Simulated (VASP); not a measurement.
A run of VASP 6.6.1 is set up as follows.

INCAR

```
PREC     = Accurate       # precision mode
ENCUT    = 520            # plane-wave cutoff, eV
EDIFF    = 1E-6           # SCF threshold, eV
ISMEAR   = 0              # smearing method
SIGMA    = 0.1            # smearing width, eV
LREAL    = False          # projectors in reciprocal space
LASPH    = True           # aspherical terms in the spheres
NELM     = 100            # most SCF steps
ALGO     = Normal         # electronic algorithm
ISIF     = 2              # what is computed and relaxed
LWAVE    = False          # write WAVECAR
LCHARG   = False          # write CHGCAR
GGA      = PS             # functional
NBANDS   = 31             # bands
```

The input KPOINTS:

```
Automatic mesh
0
Gamma
  12 12 6
```

Contents of POSCAR:

```
Si2W
1.0
    3.1904901889      0.0000000000      0.0000000000
    0.0000000000      3.1904901889      0.0000000000
    0.0000000000      0.0000000000      7.9329685173
Si W
4 2
Direct
    0.0000000000      0.0000000000      0.3344989446
    0.5000000000      0.5000000000      0.1655010554
    0.5000000000      0.5000000000      0.8344989446
    0.0000000000      0.0000000000      0.6655010554
    0.0000000000      0.0000000000      0.0000000000
    0.5000000000      0.5000000000      0.5000000000
```

Potentials or basis: VASP PAW PBE potentials, release 64 (Si, W_sv).

Run with:

```bash
$ cat potpaw_PBE.64/Si/POTCAR potpaw_PBE.64/W_sv/POTCAR > POTCAR
$ mpirun -np 1 vasp_std > vasp.out
```

Problem. Estimate the band gap on the k mesh.

Solution. Zero (band 22 reaches 12.74 eV, above the bottom of band 23 at 11.59 eV).

Problem. Estimate the largest force.

Solution. 0.021 eV/Å.

Problem. Predict the pressure.

Solution. -1.6 GPa.

Stress tensor (GPa, compression positive):
```
 0.95  0.00  0.00
 0.00  0.95  0.00
 0.00  0.00 -6.77
```

Caveat: the cell differs from its parent crystal (uniaxial strain along c: +1.5 %); the PAW data sets were made with another functional, which shifts forces and pressure a little; spin-orbit coupling is left out, which moves the levels of the heavy elements.
